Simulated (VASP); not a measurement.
A run of VASP 6.6.1:

The input INCAR:

```
SYSTEM = CdIn
ALGO = Fast
EDIFF = 1E-7
ENCUT = 520
GGA = PS
ISIF = 2
ISMEAR = 0
LASPH = .True.
LCHARG = .True.
LELF = .True.
LREAL = .False.
LVHAR = .True.
LWAVE = .False.
NBANDS = 20
NELM = 60
PREC = Accurate
SIGMA = 0.15
```

Contents of KPOINTS:

```
k-points
0
Gamma
  18 18 10
  0 0 0
```

File POSCAR:

```
CdIn
1.0
    3.1780522725      0.0000000000      0.0000000000
   -1.5890261362      2.7522740025      0.0000000000
    0.0000000000      0.0000000000      4.7642181617
Cd In
1 1
Direct
    0.0000000000      0.0000000000      0.5000000000
    0.6666666667      0.3333333333      0.0000000000
```

Potentials or basis: VASP PAW PBE potentials, release 64 (Cd, In_d).

The run is started by

```sh
$ cat potpaw_PBE.64/Cd/POTCAR potpaw_PBE.64/In_d/POTCAR > POTCAR
$ mpirun -np 1 vasp_std > vasp.out
```

Hardware: 1 thread of Intel(R) Xeon(R) Platinum 8259CL CPU @ 2.50GHz (Skylake/Cascade Lake), on a shared host.

Task: Estimate the wall time of this run.

Result: It took 4.1 min on 1 thread of Intel(R) Xeon(R) Platinum 8259CL CPU @ 2.50GHz (Skylake/Cascade Lake), on a shared host, peak memory 0.29 GiB. Counts: scf iterations 15, k points 222.
